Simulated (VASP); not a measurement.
A run of VASP 6.6.1 is set up as follows.

File INCAR:

```
SYSTEM = C
  PREC = Accurate
  ENCUT = 600
  EDIFF = 1E-6
  ISMEAR = 0
  SIGMA = 0.1
  LREAL = .False.
  LASPH = .True.
  NELM = 120
  ALGO = Normal
  ISIF = 2
  LWAVE = .False.
  LCHARG = .False.
  GGA = PS
  NBANDS = 11
  GGA_COMPAT = .False.
```

File KPOINTS:

```
regular mesh
0
Gamma
  8 8 8
  0 0 0
```

File POSCAR:

```
C
1.0
    1.2310216874      0.7107307044      3.6075134974
   -1.2310216874      0.7107307044      3.6075134974
    0.0000000000     -1.4214614034      3.6075134985
C
2
Direct
    0.8333463808      0.8333463808      0.8333463808
    0.1666536192      0.1666536192      0.1666536192
```

Potentials or basis: VASP PAW PBE potentials, release 64 (C).

The run is started by

```bash
$ cat potpaw_PBE.64/C/POTCAR > POTCAR
$ mpirun -np 1 vasp_std > vasp.out
```

**Question.** What does it give for the pressure?

**Answer.** -0.7 GPa.

Stress tensor (GPa, compression positive):
```
-0.98  0.00  0.00
 0.00 -0.98  0.00
 0.00  0.00 -0.29
```

Caveat: this functional lacks dispersion, which binds the layers, so the pressure and a relaxed spacing across them are unreliable; the PAW data sets were made with another functional, which shifts forces and pressure a little.
